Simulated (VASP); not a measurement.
Input of a VASP 6.6.1 run:

The input INCAR:

```
SYSTEM = C
ALGO = Normal
EDIFF = 1E-6
ENCUT = 520
GGA = PE
ISIF = 2
ISMEAR = -1
LASPH = .TRUE.
LCHARG = .TRUE.
LELF = .TRUE.
LREAL = .FALSE.
LVHAR = .TRUE.
LWAVE = .FALSE.
NBANDS = 16
NELM = 60
PREC = Accurate
SIGMA = 0.1
```

Contents of KPOINTS:

```
k-points
0
G
  12 12 4
  0 0 0
```

The input POSCAR:

```
C
1.0
    2.4700000000      0.0000000000      0.0000000000
   -1.2350000000      2.1390827473      0.0000000000
    0.0000000000      0.0000000000      6.7900000000
C
4
Direct
    0.0000000000      0.0000000000      0.0000000000
    0.0000000000      0.0000000000      0.5000000000
    0.3333330000      0.6666670000      0.0050000000
    0.6666670000      0.3333330000      0.5050000000
```

Potentials or basis: VASP PAW PBE potentials, release 64 (C).

Run with:

```console
$ cat potpaw_PBE.64/C/POTCAR > POTCAR
$ mpirun -np 1 vasp_std > vasp.out
```

Task: What does it give for the band gap on the k mesh?

Result: Zero (band 8 reaches 4.53 eV, above the bottom of band 9 at 4.52 eV).

Task: What does it give for the pressure?

Result: 0.0 GPa.

Stress tensor (GPa, compression positive):
```
-1.31  0.00  0.00
 0.00 -1.31  0.00
 0.00  0.00  2.75
```

Caveat: this functional lacks dispersion, which binds the layers, so the pressure and a relaxed spacing across them are unreliable.
